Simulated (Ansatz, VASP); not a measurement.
MgO in VASP and in Ansatz

File INCAR:

```
SYSTEM = MgO
PREC = Accurate ; ENCUT = 520
EDIFF = 1E-6 ; ISMEAR = 0
SIGMA = 0.05 ; LREAL = .FALSE.
LASPH = .TRUE. ; NELM = 100
ALGO = Normal ; ISIF = 2
LWAVE = .FALSE. ; LCHARG = .TRUE.
GGA = PS ; LELF = .TRUE.
LVHAR = .TRUE. ; NBANDS = 16
```

Contents of KPOINTS:

```
Automatic mesh
0
G
  9 9 6
  0 0 0
```

Contents of POSCAR:

```
MgO
1.0
    3.4365000000      0.0000000000      0.0000000000
   -1.7182500000      2.9760963001      0.0000000000
    0.0000000000      0.0000000000      4.0549000000
Mg O
2 2
Direct
    0.6666666667      0.3333333333      0.7500000000
    0.3333333333      0.6666666667      0.2500000000
    0.6666666667      0.3333333333      0.2500000000
    0.3333333333      0.6666666667      0.7500000000
```

Input for Ansatz:

```yaml
crystal:
  lattice:
    - [3.4365, 0.0, 0.0]
    - [-1.71825, 2.9760963001, 0.0]
    - [0.0, 0.0, 4.0549]
  atoms:
    - { symbol: Mg, position: [0.6666666667, 0.3333333333, 0.75] }
    - { symbol: Mg, position: [0.3333333333, 0.6666666667, 0.25] }
    - { symbol: O, position: [0.6666666667, 0.3333333333, 0.25] }
    - { symbol: O, position: [0.3333333333, 0.6666666667, 0.75] }
basis:
  ecutwfc: 520.0
kpoints:
  mp_grid: { grid: [9, 9, 6] }
hamiltonian:
  xc: pbesol
  pseudopotentials: { kind: paw, azcp: { folder: soft_1 } }
scf:
  occupations: { method: gaussian, width: 0.05 }
output:
  forces: true
  stress: true
  eigenvalues: true
  write_density: true
  write_potential: true
  elf: true
  volumetric_format: npy
```

Alike in both runs: task single point; functional PBEsol; k mesh 9 × 9 × 6; occupations gaussian, width 0.05 eV; no spin polarisation.

|  | VASP | Ansatz |
| --- | --- | --- |
| version | VASP 6.6.1 | Ansatz 0.2.0 |
| potentials or method | VASP PAW PBE potentials, release 64 (Mg, O), cutoff 520 eV | scalar-relativistic, plane waves, PAW |
| valence electrons in the cell | 16 | 32 |

Ansatz gave:

```
gap on the k mesh at the Fermi level (eV)                     : 3.63
least direct gap on the mesh (eV)                             : 3.63
pressure (GPa)                                                : 10.3
traceless stress, the component that is largest in VASP (GPa) : 3.43
```

Q: Estimate VASP's values.

A: gap on the k mesh at the Fermi level (eV): 3.62; least direct gap on the mesh (eV): 3.62; pressure (GPa): 10.0; traceless stress, the component that is largest in VASP (GPa): 3.37.

VASP's potentials were made for PBE, not for PBEsol, and Ansatz warns of the same on its side. VASP's potentials hold 16 valence electrons a cell and Ansatz's 32, so a difference there can come from the potentials and not from the codes.
